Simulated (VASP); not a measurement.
# LiAl32O48 (a cell with a defect) in VASP: a series of runs, part 3 of 4

VASP 6.6.1. Earlier steps stand in the parts before.

## (5) Single point, PBE

INCAR reads:

```
PREC = Accurate ; ENCUT = 520
EDIFF = 1E-6 ; ISMEAR = -1
SIGMA = 0.01 ; LREAL = Auto
LASPH = T ; NELM = 60
ALGO = Normal ; ISIF = 2
LWAVE = F ; LCHARG = T
GGA = PE ; LELF = T
LVHAR = T ; NELECT = 386.0
NBANDS = 240
```

KPOINTS reads:

```
Automatic mesh
0
Gamma
  1 1 1
```

POSCAR reads:

```
LiAl32O48
1.0
    4.8078835200      2.7758328500      8.7484141900
   -4.8078835200      2.7758328500      8.7484141900
    0.0000000000     -5.5516656900      8.7484141900
Al O Li
32 48 1
Direct
    0.3324918996      0.3328871709      0.3325522500
    0.4300700431      0.4304729402      0.4301457634
    0.0696351170      0.0700371688      0.0697100769
    0.1672255697      0.1676259043      0.1672893584
    0.3240298191      0.3241384407      0.8241419573
    0.4268757172      0.4285253314      0.9242676826
    0.0728214509      0.0719801197      0.5755967357
    0.1756747269      0.1763746487      0.6757096861
    0.3237336659      0.8244685656      0.3241053155
    0.4281253274      0.9245866429      0.4269581424
    0.0715788807      0.5759200711      0.0729031727
    0.1759697906      0.6760422426      0.1757481383
    0.3238555269      0.8239254427      0.8230198765
    0.4265405486      0.9252655729      0.9249297405
    0.0731643462      0.5752485408      0.5749215390
    0.1758466434      0.6765851460      0.6768395830
    0.8240682501      0.3244353290      0.3238088677
    0.9241881966      0.4272860023      0.4282001764
    0.5755176434      0.0732294930      0.0716583079
    0.6756422221      0.1760765281      0.1760448290
    0.8229400167      0.3242618773      0.8235958006
    0.9248576484      0.4269434168      0.9249330059
    0.5748450081      0.0735696401      0.5749186462
    0.6767606859      0.1762499954      0.6762588633
    0.8235234001      0.8233463965      0.3239363355
    0.9248601044      0.9252643239      0.4266163872
    0.5748464931      0.5752550894      0.0732388123
    0.6761818347      0.6771671726      0.1759267884
    0.8234637147      0.8238714899      0.8235463653
    0.9258283779      0.9262340883      0.9259095833
    0.5738723668      0.5742754737      0.5739522021
    0.6762342626      0.6766424653      0.6763139585
    0.2188992157      0.0347784965      0.3699142180
    0.4653258424      0.1302706923      0.2808782339
    0.0343777810      0.3702384573      0.2189800433
    0.3698343808      0.2193059891      0.0344556750
    0.1298716113      0.2812056609      0.4654007832
    0.2808003017      0.4657276185      0.1299469571
    0.2214841610      0.0265495707      0.8735438056
    0.4714571727      0.1248206515      0.7798540830
    0.0282443984      0.3756936665      0.7199974340
    0.3748261141      0.2241876617      0.5318826367
    0.1248816492      0.2763281538      0.9679648143
    0.2782182271      0.4739628656      0.6263122051
    0.2237851192      0.5322143764      0.3748987573
    0.4735606598      0.6266382207      0.2782958756
    0.0261470208      0.8738716829      0.2215608537
    0.3752891096      0.7203309958      0.0283196404
    0.1244160994      0.7801830188      0.4715357328
    0.2759226145      0.9682956646      0.1249545884
    0.2220646294      0.5275083285      0.8765369418
    0.4716402617      0.6258936208      0.7774917303
    0.0280623887      0.8746151056      0.7223697213
    0.3743199847      0.7239553553      0.5276003984
    0.1253817752      0.7765556304      0.9722601807
    0.2776329962      0.9730001592      0.6233260189
    0.7199264296      0.0286494072      0.3753644502
    0.9678951617      0.1252870217      0.2759928043
    0.5318164940      0.3752275646      0.2238541445
    0.8734704381      0.2218895454      0.0262188464
    0.6262360883      0.2786240764      0.4736346715
    0.7797804224      0.4718648351      0.1244895110
    0.7222874843      0.0284679407      0.8742892575
    0.9721772263      0.1257872003      0.7762289656
    0.5275165677      0.3747233006      0.7236335930
    0.8764556117      0.2224724177      0.5271827888
    0.6232467875      0.2780380915      0.9726756238
    0.7774108428      0.4720430359      0.6255675747
    0.7235497203      0.5279277676      0.3743978245
    0.9725988100      0.6236497269      0.2777135031
    0.5271067735      0.8768580172      0.2221477973
    0.8742101206      0.7226953268      0.0281431622
    0.6254911684      0.7778194957      0.4717170172
    0.7761494126      0.9725861853      0.1254623752
    0.7215082210      0.5282164445      0.8752049213
    0.9718917906      0.6249776575      0.7782728966
    0.5278128133      0.8755349141      0.7215827173
    0.8751308133      0.7219105468      0.5278883371
    0.6245715752      0.7786040206      0.9719699517
    0.7781956998      0.9722962163      0.6246509921
    0.2498352609      0.2502465550      0.2499538184
```

Potentials or basis: VASP PAW PBE potentials, release 64 (Al, O, Li_sv).

The run is started by

```
$ cat potpaw_PBE.64/Al/POTCAR potpaw_PBE.64/O/POTCAR potpaw_PBE.64/Li_sv/POTCAR > POTCAR
$ mpirun -np 1 vasp_gam > vasp.out
```

OUTCAR:

```text
PREC = Accurate
   ENCUT = 520
   EDIFF = 1E-6
   ISMEAR = -1
   LREAL = Auto
   LASPH = T
   NELM = 60
   ISIF = 2
   GGA = PE
   NELECT = 386.0

 ion  position               nearest neighbor table
   1  0.332  0.333  0.333-  59 1.88  42 1.88  45 1.88  38 1.93  34 1.93  37 1.93  81 2.17   2 2.56
                            20 2.79  12 2.79   8 2.79
   2  0.430  0.430  0.430-  61 1.84  46 1.84  44 1.84  42 2.04  45 2.04  59 2.04   1 2.56  23 2.85
                            15 2.85  27 2.85   9 3.20   5 3.20  17 3.20
   3  0.070  0.070  0.070-  47 1.84  39 1.84  60 1.84  58 2.04  50 2.04  43 2.04   4 2.56  14 2.85
                            26 2.85  22 2.85  20 3.20  12 3.20   8 3.20
   4  0.167  0.168  0.167-  43 1.88  50 1.88  58 1.88  36 1.93  35 1.93  33 1.93  81 2.17   3 2.56
                             5 2.79   9 2.79  17 2.79
   5  0.324  0.324  0.824-  44 1.87  40 1.87  43 1.88  65 1.99  51 1.99  36 2.01   6 2.69   4 2.79
                            16 2.82  24 2.82   2 3.20  14 3.26  22 3.27
   6  0.427  0.429  0.924-  52 1.86  67 1.87  38 1.89  65 1.98  51 1.98  36 2.06   5 2.69  31 2.80
                            81 2.81  19 2.84  11 2.84  13 3.23  21 3.23
   7  0.073  0.072  0.576-  53 1.86  66 1.87  33 1.89  64 1.98  56 1.98  37 2.06   8 2.69  30 2.80
                            81 2.81  10 2.84  18 2.84  16 3.23  24 3.23
   8  0.176  0.176  0.676-  39 1.87  41 1.87  42 1.88  64 1.99  56 1.99  37 2.01   7 2.69   1 2.79
                            13 2.82  21 2.82   3 3.20  15 3.26  23 3.27
   9  0.324  0.824  0.324-  46 1.87  49 1.87  50 1.88  54 1.99  71 1.99  33 2.01  10 2.69   4 2.79
[... 93 lines left out ...]
  79  0.625  0.779  0.972-  14 1.87  29 1.87  27 1.98  28 1.99
  80  0.778  0.972  0.625-  26 1.87  29 1.87  23 1.98  24 1.99
  81  0.250  0.250  0.250-  37 1.96  33 1.96  35 1.96  34 1.96  38 1.96  36 1.96   4 2.17   1 2.17
                             7 2.81  18 2.81  10 2.81  11 2.81  19 2.81   6 2.81

  LATTYP: Found a trigonal (rhomboedric) cell.
 ALAT       =    10.3612616410
 COS(alpha) =     0.5693617618

  Lattice vectors:

 A1 = (   4.8078835200,   2.7758328500,   8.7484141900)
 A2 = (  -4.8078835200,   2.7758328500,   8.7484141900)
 A3 = (   0.0000000000,  -5.5516656900,   8.7484141900)

Analysis of symmetry for initial positions (statically):
=====================================================================
 Subroutine PRICEL returns:
 Original cell was already a primitive cell.

 Routine SETGRP: Setting up the symmetry group for a
 trigonal (rhombohedral) supercell.

 Subroutine GETGRP returns: Found  1 space group operations
 (whereof  1 operations were pure point group operations)
 out of a pool of 12 trial point group operations.

The static configuration has the point symmetry C_1 .

Analysis of symmetry for dynamics (positions and initial velocities):
=====================================================================
 Subroutine PRICEL returns:
 Original cell was already a primitive cell.

 Routine SETGRP: Setting up the symmetry group for a
 trigonal (rhombohedral) supercell.

 Subroutine GETGRP returns: Found  1 space group operations
 (whereof  1 operations were pure point group operations)
 out of a pool of 12 trial point group operations.

The dynamic configuration has the point symmetry C_1 .

 Subroutine INISYM returns: Found  1 space group operations
 (whereof  1 operations are pure point group operations),
 and found     1 'primitive' translations
[... 207 lines left out ...]

 Following reciprocal coordinates:
            Coordinates               Weight
  0.000000  0.000000  0.000000      1.000000
   k-points           NKPTS =      1   k-points in BZ     NKDIM =      1   number of bands    NBANDS=    240
   number of dos      NEDOS =    301   number of ions     NIONS =     81
   total plane-waves  NPLWV = 512000
   dimension x,y,z NGX =    80 NGY =   80 NGZ =   80
   dimension x,y,z NGXF=   160 NGYF=  160 NGZF=  160
   ions per type =              32  48   1
[... 21 lines left out ...]
   TEBEG  =    0.0;   TEEND  =   0.0 temperature during run
   PSTRESS=    0.0 pullay stress
   NELECT =     386.0000    total number of electrons
   NUPDOWN=      -1.0000    fix difference up-down
   EMIN   =  10.00;   EMAX   =-10.00  energy-range for DOS
   EFERMI =   0.00;   METHOD = LEGACY
   ISMEAR =    -1;   SIGMA  =   0.01  broadening in eV -4-tet -1-fermi 0-gaus
   EFERMI_NEDOS =   21; number of points for ismear=-14 and -15
   IALGO  =     38    algorithm
   IMIX   =      4    mixing-type and parameters
     AMIX     =   0.40;   BMIX     =  1.00
     AMIX_MAG =   1.60;   BMIX_MAG =  1.00
  volume/ion in A,a.u.               =       8.65        58.36
  Fermi-wavevector in a.u.,A,eV,Ry     =   1.342130  2.536258 24.508358  1.801314
  Thomas-Fermi vector in A             =   2.470309
   LORBIT       =      0    0 simple, 1 ext, 2 COOP (PROOUT), +10 PAW based schemes
   GGA     = PE    functional components
   LHFCALC =     F    Hartree Fock is set to
   AEXX    =    0.0000 exact exchange contribution
   IVDW    =     0    specifies the selected vdW correction
   LEPSILON=     F    determine dielectric tensor
   LRPA    =     F    only Hartree local field effects (RPA)
 non-spin polarized calculation
  energy-cutoff  :      520.00
  volume of cell :      700.53
 maximum number of plane-waves:      9404
 NGX is ok and might be reduce to    80
   NGX = 39   NGY = 39   NGZ = 39

 number of electron     386.0000035 magnetization

 Free energy of the ion-electron system (eV)
  ---------------------------------------------------
  ext. energy  EPLUGINS =         0.00000000
  ---------------------------------------------------
  free energy    TOTEN  =      -608.79319738 eV

  energy without entropy =     -608.79319738  energy(sigma->0) =     -608.79319738

 E-fermi :   6.2775     XC(G=0): -11.5598

 val. band max:        5.8888740456   @ k =   0.0000   0.0000   0.0000
 cond. band min:      11.7409931399   @ k =   0.0000   0.0000   0.0000
 fundamental gap:      5.8521190942
 Fermi energy:         6.2774784418

 k-point     1 :       0.0000    0.0000    0.0000
  band No.  band energies     occupation
      1     -36.9373      2.00000
      2     -13.1381      2.00000
      3     -12.2198      2.00000
      4     -12.1995      2.00000
      5     -12.1323      2.00000
      6     -12.0626      2.00000
[... 197 lines left out ...]
    204      15.1103      0.00000
    205      15.1840      0.00000
 [bands above 205 left out]

------------------------ aborting loop because EDIFF is reached ----------------------------------------

  FORCE on cell =-STRESS in cart. coord.  units (eV):
  Direction    XX          YY          ZZ          XY          YZ          ZX
  --------------------------------------------------------------------------------------
  -------------------------------------------------------------------------------------
  Total       -9.4490848     -9.4551923     -0.9825573     -0.0050178      0.0032806     -0.0055060
  in kB      -21.6108821    -21.6248505     -2.2471943     -0.0114762      0.0075030     -0.0125926
  external PRESSURE =     -15.1609756 kB  Pullay stress =       0.0000000 kB

 VOLUME and BASIS-vectors are now :
 -----------------------------------------------------------------------------
  energy-cutoff  :      520.00
  volume of cell :      700.53
      direct lattice vectors                 reciprocal lattice vectors
     4.807883520  2.775832850  8.748414190     0.103995864  0.060042040  0.038102144
    -4.807883520  2.775832850  8.748414190    -0.103995864  0.060042040  0.038102144
     0.000000000 -5.551665690  8.748414190     0.000000000 -0.120084080  0.038102144

 POSITION                                       TOTAL-FORCE (eV/Angst)
 -----------------------------------------------------------------------------------
     -0.00190      0.00076      8.73032        -0.001478      0.000259      0.004062
     -0.00194      0.00070     11.29148        -0.002696      0.001453      0.004850
     -0.00193      0.00070      1.83176        -0.002385      0.001274     -0.004184
     -0.00192      0.00076      4.39294        -0.000510     -0.000387     -0.004058
     -0.00052     -2.77615     12.88038         0.000819      0.001402     -0.009826
     -0.00793     -2.75677     15.56928        -0.000084      0.005854      0.007578
[... 73 lines left out ...]
     -0.93321      1.39122     20.77873         0.002625     -0.000547     -0.001401
     -0.00198      0.00048      6.56162        -0.000216      0.000578      0.000134
 -----------------------------------------------------------------------------------
    total drift:                               -0.005275      0.003621      0.000228

  FREE ENERGIE OF THE ION-ELECTRON SYSTEM (eV)
  ---------------------------------------------------
  free  energy   TOTEN  =      -608.7931973757 eV

  energy  without entropy=     -608.7931973757  energy(sigma->0) =     -608.79319738
```

Run time: 7 min. Hardware: 1 thread of AMD EPYC 7R13 (Zen 3), shared host; peak memory 0.89 GiB.

What came out:

```yaml
Free_energy: -608.7932 eV
Largest_force: 0.017 eV/Å
```

Forces on the atoms (eV/Å):
```
Al  -0.001  0.000  0.004
Al  -0.003  0.001  0.005
Al  -0.002  0.001 -0.004
Al  -0.001  0.000 -0.004
Al   0.001  0.001 -0.010
Al   0.000  0.006  0.008
Al   0.000 -0.004 -0.008
Al   0.002 -0.002  0.010
Al   0.002 -0.001 -0.009
Al   0.004 -0.002  0.008
Al  -0.005  0.002 -0.008
Al   0.000 -0.001  0.010
Al   0.002  0.001 -0.010
Al  -0.002 -0.002  0.010
Al   0.002  0.002 -0.009
Al  -0.001 -0.001  0.010
Al   0.000 -0.002 -0.010
Al  -0.004 -0.003  0.007
Al   0.004  0.002 -0.008
Al   0.002  0.001  0.009
Al  -0.002  0.000 -0.009
Al   0.003 -0.001  0.010
Al  -0.001  0.001 -0.010
Al   0.001 -0.001  0.011
Al   0.000 -0.001 -0.010
Al   0.000  0.002  0.009
Al   0.001 -0.003 -0.010
Al   0.000  0.001  0.009
Al  -0.001  0.000 -0.009
Al   0.001  0.000  0.004
Al   0.001  0.000 -0.005
Al   0.000  0.001  0.010
O    0.008 -0.010 -0.010
O    0.013  0.001  0.009
O   -0.013 -0.001 -0.010
O    0.007  0.011 -0.010
O   -0.005 -0.011  0.009
O   -0.008  0.011  0.010
O   -0.001  0.000 -0.002
O   -0.001 -0.003  0.001
O    0.001  0.002  0.001
O    0.006 -0.006  0.001
O   -0.006  0.006 -0.003
O    0.002  0.000  0.002
O   -0.009 -0.002  0.002
O   -0.001 -0.001  0.003
O    0.001  0.001 -0.001
O    0.002 -0.002 -0.001
O   -0.002  0.003  0.000
O    0.008  0.003 -0.002
O   -0.002 -0.001  0.001
O   -0.003 -0.003  0.000
O    0.002  0.003 -0.001
O    0.001  0.000  0.002
O   -0.002  0.002 -0.002
O    0.001  0.001 -0.001
O   -0.004 -0.001  0.000
O   -0.003 -0.008 -0.002
O    0.001  0.008  0.002
O    0.000 -0.001 -0.003
O   -0.001  0.002  0.002
O    0.003  0.000  0.000
O   -0.003  0.001  0.000
O   -0.001 -0.002 -0.001
O    0.001  0.002  0.003
O    0.002 -0.001  0.002
O   -0.002  0.001 -0.002
O    0.004  0.000  0.001
O   -0.002  0.000  0.002
O   -0.001 -0.002 -0.001
O   -0.001  0.003  0.002
O    0.001 -0.005  0.000
O   -0.001  0.002  0.000
O    0.001  0.000 -0.002
O   -0.002 -0.001  0.000
O   -0.001 -0.001  0.000
O    0.001  0.002  0.001
O    0.001 -0.002  0.001
O   -0.001  0.002  0.000
O    0.003 -0.001 -0.001
Li   0.000  0.001  0.000
```

Levels at points of the mesh, in eV from the Fermi level:
| k point | band 190 | band 191 | band 192 | band 193 | band 194 | band 195 | band 196 | band 197 |
| --- | --- | --- | --- | --- | --- | --- | --- | --- |
| (0.00, 0.00, 0.00) | -0.61 | -0.45 | -0.45 | -0.39 | 5.46 | 7.83 | 7.95 | 8.40 |

Caveat: the k points lie up to 0.79 Å⁻¹ apart; the cell carries a net charge on a neutralising background, which shifts energy and pressure; the cell is charged against a uniform background, so pressure and absolute levels hang on convention; the cutoff is under 1.25 times the usual one of these potentials, so pressure, stress and relaxed cells hold a basis-set (Pulay) error.

(Continued in part 4 of 4.)
